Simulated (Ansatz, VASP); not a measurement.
# Two plane-wave programs on Na

```
Na
1.0
     3.69166    0.00000    0.00000
    -1.84583    3.19707    0.00000
     0.00000    0.00000    6.15400
Na
2
Cartesian
  1.8458 1.0657 4.6155
  0.0000 2.1314 1.5385
```

Alike in both runs: functional PBEsol; k mesh 7 × 7 × 4; occupations fermi-dirac, width 0.05 eV; no spin polarisation.

|  | VASP | Ansatz |
| --- | --- | --- |
| version | VASP 6.6.1 | Ansatz 0.2.0 |
| potentials or method | VASP PAW PBE potentials, release 64 (Na_pv) | Ansatz PAW |
| plane-wave cutoff (eV) | 520 | 420 |
| valence electrons in the cell | 14 | 18 |
| task | single point | band structure |

|  | VASP | Ansatz | Ansatz less VASP |
| --- | --- | --- | --- |
| gap on the k mesh at the Fermi level (eV) | none | none | - |
| pressure (GPa) | 0.0 | 0.0 | -0.01 |

VASP's potentials were made for PBE, not for PBEsol. A gap of «none» marks a metal or a gap that the smearing closes. VASP's potentials hold 14 valence electrons a cell and Ansatz's 18, so a difference there can come from the potentials and not from the codes.
